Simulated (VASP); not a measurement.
# Rh (Fm-3m) in VASP: a series of runs

The runs below take Rh through single point, with PBE.

Everything below comes from runs of VASP 6.6.1. Logs are shortened: lines on timing, memory, paths and dates and some standing lists are left out, and cuts for length are marked.

### 1 The cell of the first run

Symmetry: Fm-3m, No. 225, cubic system. Conventional cell: a = 3.718 Å, b = 3.718 Å, c = 3.718 Å, α = 90.00°, β = 90.00°, γ = 90.00°. Within 3.5 Å of Rh (site symmetry m-3m) lie 12 Rh at 2.63 Å.

### 2 Single point, PBE

INCAR reads:

```
  ALGO = Normal
  EDIFF = 1E-7
  ENCUT = 520
  GGA = PE
  ISIF = 2
  ISMEAR = 1
  LASPH = T
  LCHARG = F
  LREAL = F
  LWAVE = F
  NBANDS = 14
  NELM = 60
  PREC = Accurate
  SIGMA = 0.05
```

KPOINTS reads:

```
k-points
0
Gamma
  15 15 15
```

POSCAR reads:

```
Rh
1.0
    0.0000000000      1.8591074964      1.8591074964
    1.8591074964      0.0000000000      1.8591074964
    1.8591074964      1.8591074964      0.0000000000
Rh
1
Direct
    0.0000000000      0.0000000000      0.0000000000
```

Potentials or basis: VASP PAW PBE potentials, release 64 (Rh_pv).

Run with:

```
$ cat potpaw_PBE.64/Rh_pv/POTCAR > POTCAR
$ mpirun -np 1 vasp_std > vasp.out
```

OUTCAR:

```text
EDIFF = 1E-7
   ENCUT = 520
   GGA = PE
   ISIF = 2
   ISMEAR = 1
   LASPH = T
   LREAL = F
   NELM = 60
   PREC = Accurate

 ion  position               nearest neighbor table
   1  0.000  0.000  0.000-

  LATTYP: Found a face centered cubic cell.
 ALAT       =     3.7182149928

  Lattice vectors:

 A1 = (   0.0000000000,   1.8591074964,   1.8591074964)
 A2 = (   1.8591074964,   0.0000000000,   1.8591074964)
 A3 = (   1.8591074964,   1.8591074964,   0.0000000000)

Analysis of symmetry for initial positions (statically):
=====================================================================
 Subroutine PRICEL returns:
 Original cell was already a primitive cell.

 Routine SETGRP: Setting up the symmetry group for a
 face centered cubic supercell.

 Subroutine GETGRP returns: Found 48 space group operations
 (whereof 48 operations were pure point group operations)
 out of a pool of 48 trial point group operations.

The static configuration has the point symmetry O_h .

Analysis of symmetry for dynamics (positions and initial velocities):
=====================================================================
 Subroutine PRICEL returns:
 Original cell was already a primitive cell.

 Routine SETGRP: Setting up the symmetry group for a
 face centered cubic supercell.

 Subroutine GETGRP returns: Found 48 space group operations
 (whereof 48 operations were pure point group operations)
 out of a pool of 48 trial point group operations.

The dynamic configuration has the point symmetry O_h .

 Subroutine INISYM returns: Found 48 space group operations
 (whereof 48 operations are pure point group operations),
 and found     1 'primitive' translations

----------------------------------------------------------------------------------------

                                     Primitive cell

  volume of cell :      12.8512

  direct lattice vectors                    reciprocal lattice vectors
     0.000000000  1.859107496  1.859107496    -0.268946256  0.268946256  0.268946256
     1.859107496  0.000000000  1.859107496     0.268946256 -0.268946256  0.268946256
     1.859107496  1.859107496  0.000000000     0.268946256  0.268946256 -0.268946256

  length of vectors
     2.629175035  2.629175035  2.629175035     0.465828579  0.465828579  0.465828579

  position of ions in fractional coordinates (direct lattice)
     0.000000000  0.000000000  0.000000000

  ion indices of the primitive-cell ions
   primitive index   ion index
                 1           1

----------------------------------------------------------------------------------------

 KPOINTS: k-points

Automatic generation of k-mesh.
 Grid dimensions read from file:
 generate k-points for:   15   15   15

 Generating k-lattice:

  Cartesian coordinates                     Fractional coordinates (reciprocal lattice)
    -0.017929750  0.017929750  0.017929750     0.066666667  0.000000000  0.000000000
     0.017929750 -0.017929750  0.017929750     0.000000000  0.066666667  0.000000000
     0.017929750  0.017929750 -0.017929750     0.000000000  0.000000000  0.066666667

  Length of vectors
     0.031055239  0.031055239  0.031055239

  Shift w.r.t. Gamma in fractional coordinates (k-lattice)
     0.000000000  0.000000000  0.000000000

 Subroutine IBZKPT returns following result:
 ===========================================

 Found    120 irreducible k-points:

 Following reciprocal coordinates:
            Coordinates               Weight
  0.000000  0.000000  0.000000      1.000000
  0.066667  0.000000  0.000000      8.000000
  0.133333  0.000000  0.000000      8.000000
  0.200000  0.000000  0.000000      8.000000
  0.266667  0.000000  0.000000      8.000000
  0.333333  0.000000  0.000000      8.000000
[... 16 lines left out ...]
  0.133333  0.133333  0.000000      6.000000
  0.200000  0.133333  0.000000     24.000000
 [... further k-points ...]
   k-points           NKPTS =    120   k-points in BZ     NKDIM =    120   number of bands    NBANDS=     14
   number of dos      NEDOS =    301   number of ions     NIONS =      1
   total plane-waves  NPLWV =   8000
   dimension x,y,z NGX =    20 NGY =   20 NGZ =   20
   dimension x,y,z NGXF=    40 NGYF=   40 NGZF=   40
   ions per type =               1
   NGX,Y,Z   is equivalent  to a cutoff of  12.65, 12.65, 12.65 a.u.
   NGXF,Y,Z  is equivalent  to a cutoff of  25.29, 25.29, 25.29 a.u.
 SYSTEM =  unknown system
   PREC   = accura    normal or accurate (medium, high low for compatibility)
   ISTART =      0    job   : 0-new  1-cont  2-samecut
   ICHARG =      2    charge: 1-file 2-atom 10-const
   ISPIN  =      1    spin polarized calculation?
   LNONCOLLINEAR =      F non collinear calculations
   LSORBIT =      F    spin-orbit coupling
   LASPH  =      T    aspherical Exc in radial PAW
   ENCUT  =  520.0 eV  38.22 Ry    6.18 a.u.   4.89  4.89  4.89*2*pi/ulx,y,z
   NELM   =     60;   NELMIN=  2; NELMDL= -5     # of ELM steps
   EDIFF  = 0.1E-06   stopping-criterion for ELM
   LREAL  =      F    real-space projection
   EDIFFG = 0.1E-05   stopping-criterion for IOM
   NSW    =      0    number of steps for IOM
   IBRION =     -1    ionic relax: 0-MD 1-quasi-New 2-CG
   NFREE  =      0    steps in history (QN), initial steepest desc. (CG)
   ISIF   =      2    stress and relaxation
   ISYM   =      2    0-nonsym 1-usesym 2-fastsym
   POTIM  = 0.5000    time-step for ionic-motion
   TEBEG  =    0.0;   TEEND  =   0.0 temperature during run
   PSTRESS=    0.0 pullay stress
   NELECT =      15.0000    total number of electrons
   NUPDOWN=      -1.0000    fix difference up-down
   EMIN   =  10.00;   EMAX   =-10.00  energy-range for DOS
   EFERMI =   0.00;   METHOD = LEGACY
   ISMEAR =     1;   SIGMA  =   0.05  broadening in eV -4-tet -1-fermi 0-gaus
   EFERMI_NEDOS =   21; number of points for ismear=-14 and -15
   IALGO  =     38    algorithm
   IMIX   =      4    mixing-type and parameters
     AMIX     =   0.40;   BMIX     =  1.00
     AMIX_MAG =   1.60;   BMIX_MAG =  1.00
  volume/ion in A,a.u.               =      12.85        86.72
  Fermi-wavevector in a.u.,A,eV,Ry     =   1.723683  3.257289 40.424043  2.971083
  Thomas-Fermi vector in A             =   2.799514
   LORBIT       =      0    0 simple, 1 ext, 2 COOP (PROOUT), +10 PAW based schemes
   GGA     = PE    functional components
   LHFCALC =     F    Hartree Fock is set to
   AEXX    =    0.0000 exact exchange contribution
   IVDW    =     0    specifies the selected vdW correction
   LEPSILON=     F    determine dielectric tensor
   LRPA    =     F    only Hartree local field effects (RPA)
 non-spin polarized calculation
 Methfessel and Paxton  Order N= 1 SIGMA  =   0.05
  energy-cutoff  :      520.00
  volume of cell :       12.85
 maximum number of plane-waves:       359
   NGX =  9   NGY =  9   NGZ =  9

 number of electron      14.9999994 magnetization

 Free energy of the ion-electron system (eV)
  ---------------------------------------------------
  ext. energy  EPLUGINS =         0.00000000
  ---------------------------------------------------
  free energy    TOTEN  =        -7.15991854 eV

  energy without entropy =       -7.15970244  energy(sigma->0) =       -7.15984651

 E-fermi :  13.2063     XC(G=0): -14.4735

 val. band max:       13.1994868188   @ k =   0.3333   0.1333   0.0000
 cond. band min:      13.2120034936   @ k =  -0.4667   0.4000   0.0000
 fundamental gap:      0.0125166748
 Fermi energy:        13.2063495491

 k-point     1 :       0.0000    0.0000    0.0000
  band No.  band energies     occupation
      1     -33.3204      2.00000
      2     -33.3204      2.00000
      3     -33.3204      2.00000
      4       4.7246      2.00000
      5       9.7643      2.00000
      6       9.7643      2.00000
      7       9.7643      2.00000
      8      12.0852      2.00000
      9      12.0852      2.00000
     10      29.1103      0.00000
     11      33.4993      0.00000
     12      34.9643      0.00000
     13      34.9643      0.00000
     14      34.9643      0.00000

 k-point     2 :       0.0667    0.0000    0.0000
  band No.  band energies     occupation
      1     -33.3619      2.00000
      2     -33.3259      2.00000
      3     -33.3259      2.00000
      4       4.9156      2.00000
      5       9.6759      2.00000
      6       9.8407      2.00000
      7       9.8407      2.00000
      8      12.0407      2.00000
      9      12.0407      2.00000
     10      29.4041      0.00000
     11      33.4974      0.00000
     12      33.9920      0.00000
     13      35.2573      0.00000
     14      35.2573      0.00000

 k-point     3 :       0.1333    0.0000    0.0000
  band No.  band energies     occupation
      1     -33.4785      2.00000
      2     -33.3414      2.00000
      3     -33.3414      2.00000
      4       5.4467      2.00000
      5       9.4789      2.00000
      6      10.0256      2.00000
      7      10.0256      2.00000
      8      11.9628      2.00000
      9      11.9628      2.00000
     10      30.1588      0.00000
     11      32.1368      0.00000
     12      33.5009      0.00000
     13      36.0988      0.00000
     14      36.0988      0.00000
[... 324 lines left out ...]
 k-point    23 :       0.1333    0.1333    0.0000
  band No.  band energies     occupation
      1     -33.4737      2.00000
      2     -33.3768      2.00000
      3     -33.3768      2.00000
      4       5.6908      2.00000
      5       9.1121      2.00000
      6      10.2985      2.00000
      7      10.2985      2.00000
      8      11.4113      2.00000
      9      12.3412      2.00000
     10      30.6137      0.00000
     11      33.1155      0.00000
     12      33.5040      0.00000
     13      35.0364      0.00000
     14      35.0364      0.00000

 k-point    24 :       0.2000    0.1333    0.0000
  band No.  band energies     occupation
      1     -33.5841      2.00000
      2     -33.4055      2.00000
      3     -33.3977      2.00000
      4       6.2517      2.00000
      5       8.8320      2.00000
      6      10.4704      2.00000
      7      10.5582      2.00000
      8      11.3191      2.00000
      9      12.4810      2.00000
     10      31.3967      0.00000
     11      31.9178      0.00000
     12      33.5002      0.00000
     13      35.0086      0.00000
     14      35.4673      0.00000

 [... further k-points ...]
[... 5 lines left out ...]
  --------------------------------------------------------------------------------------
  -------------------------------------------------------------------------------------
  Total        2.3026193      2.3026193      2.3026193      0.0000000      0.0000000      0.0000000
  in kB      287.0709366    287.0709366    287.0709366      0.0000000      0.0000000      0.0000000
  external PRESSURE =     287.0709366 kB  Pullay stress =       0.0000000 kB

 VOLUME and BASIS-vectors are now :
 -----------------------------------------------------------------------------
  energy-cutoff  :      520.00
  volume of cell :       12.85
      direct lattice vectors                 reciprocal lattice vectors
     0.000000000  1.859107496  1.859107496    -0.268946256  0.268946256  0.268946256
     1.859107496  0.000000000  1.859107496     0.268946256 -0.268946256  0.268946256
     1.859107496  1.859107496  0.000000000     0.268946256  0.268946256 -0.268946256

 POSITION                                       TOTAL-FORCE (eV/Angst)
 -----------------------------------------------------------------------------------
      0.00000      0.00000      0.00000         0.000000     -0.000000      0.000000
 -----------------------------------------------------------------------------------
    total drift:                                0.000000      0.000000      0.000000

  FREE ENERGIE OF THE ION-ELECTRON SYSTEM (eV)
  ---------------------------------------------------
  free  energy   TOTEN  =        -7.1599185439 eV

  energy  without entropy=       -7.1597024389  energy(sigma->0) =       -7.15984651
```

It took 8.2 s on 1 thread of Intel Xeon 6975P-C (Granite Rapids), shared host; peak memory 0.13 GiB.

What came out:

```
Free energy : -7.1599 eV
Pressure    : 28.7 GPa
```

Levels at points of the mesh, in eV from the Fermi level:
```
           k point  band 5  band 6  band 7  band 8  band 9  band 10
(0.00, 0.00, 0.00)   -3.44   -3.44   -3.44   -1.12   -1.12    15.90
```

### 3 Single point, PBE

This run uses another cell than the first one, of 13.12 Å³/atom, 1.021 times its volume.

INCAR reads:

```
SYSTEM = Rh
PREC = Accurate
ENCUT = 520
EDIFF = 1E-6
ISMEAR = 1
SIGMA = 0.05
LREAL = .FALSE.
LASPH = .TRUE.
NELM = 80
ALGO = Normal
ISIF = 2
LWAVE = .FALSE.
LCHARG = .FALSE.
GGA = PE
NBANDS = 14
```

KPOINTS reads:

```
Automatic mesh
0
G
  15 15 15
  0 0 0
```

POSCAR reads:

```
Rh
1.0
    0.0000000000      1.8722002341      1.8722002341
    1.8722002341      0.0000000000      1.8722002341
    1.8722002341      1.8722002341      0.0000000000
Rh
1
Direct
    0.0000000000      0.0000000000      0.0000000000
```

Potentials or basis: VASP PAW PBE potentials, release 64 (Rh_pv).

Run with:

```
$ cat potpaw_PBE.64/Rh_pv/POTCAR > POTCAR
$ mpirun -np 1 vasp_std > vasp.out
```

Wall time 10 s (1 thread of Intel Xeon 6975P-C (Granite Rapids), shared host); peak memory 0.13 GiB.

The run converged. Its results:

* Free energy: -7.2022 eV
* Pressure: 20.7 GPa

Levels at points of the mesh, in eV from the Fermi level:
| k point | band 4 | band 5 | band 6 | band 7 | band 8 | band 9 | band 10 | band 11 |
| --- | --- | --- | --- | --- | --- | --- | --- | --- |
| (0.00, 0.00, 0.00) | -8.32 | -3.33 | -3.33 | -3.33 | -1.09 | -1.09 | 15.93 | 20.36 |

[end of part 1 of 2]
